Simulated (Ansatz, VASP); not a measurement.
## Mo: VASP beside Ansatz

File INCAR:

```
SYSTEM = Mo
AGGAC = 1.0 ; AGGAX = 1.0
ALDAC = 0.0 ; ALDAX = 1.0
ALGO = Normal ; EDIFF = 1E-6
ENCUT = 520 ; GGA = B5
ISIF = 2 ; ISMEAR = -1
LASPH = .TRUE. ; LCHARG = .TRUE.
LELF = .TRUE. ; LREAL = .FALSE.
LVHAR = .TRUE. ; LWAVE = .FALSE.
NBANDS = 21 ; NELM = 60
PREC = Accurate ; SIGMA = 0.1
```

KPOINTS

```
k-points
0
G
  11 11 11
  0 0 0
```

POSCAR

```
Mo
1.0
    0.0000000000      3.0063498151      3.0063498151
    3.0063498151      0.0000000000      3.0063498151
    3.0063498151      3.0063498151      0.0000000000
Mo
2
Direct
    0.1250000000      0.1250000000      0.1250000000
    0.8750000000      0.8750000000      0.8750000000
```

Input for Ansatz:

```yaml
crystal:
  lattice:
    - [0.0, 3.0063498151, 3.0063498151]
    - [3.0063498151, 0.0, 3.0063498151]
    - [3.0063498151, 3.0063498151, 0.0]
  atoms:
    - { symbol: Mo, position: [0.125, 0.125, 0.125] }
    - { symbol: Mo, position: [0.875, 0.875, 0.875] }
hamiltonian:
  xc: blyp
  pseudopotentials:
    kind: paw
    azcp:
      Mo: "pseudopotentials/Mo.paw.azcp"
basis:
  ecutwfc: 420
  fft_grid_basis: typed
kpoints:
  mp_grid: { grid: [11, 11, 11], shift: [0, 0, 0] }
magnetization:
  spin_polarized: false
scf:
  occupations: { method: fermi_dirac, width: 0.1 }
  lower_state_search: "off"
output:
  stress: true
```

Alike in both runs: task single point; functional BLYP; k mesh 11 × 11 × 11; occupations fermi-dirac, width 0.1 eV; no spin polarisation.

|  | VASP | Ansatz |
| --- | --- | --- |
| version | VASP 6.6.1 | Ansatz 0.2.0 |
| potentials or method | VASP PAW PBE potentials, release 64 (Mo_sv), cutoff 520 eV | plane waves (420 eV) with PAW, scalar-relativistic |
| valence electrons in the cell | 28 | 28 |

|  | VASP | Ansatz | Ansatz less VASP |
| --- | --- | --- | --- |
| pressure (GPa) | -8.2 | -8.5 | -0.25 |

VASP's potentials were made for PBE, not for BLYP.
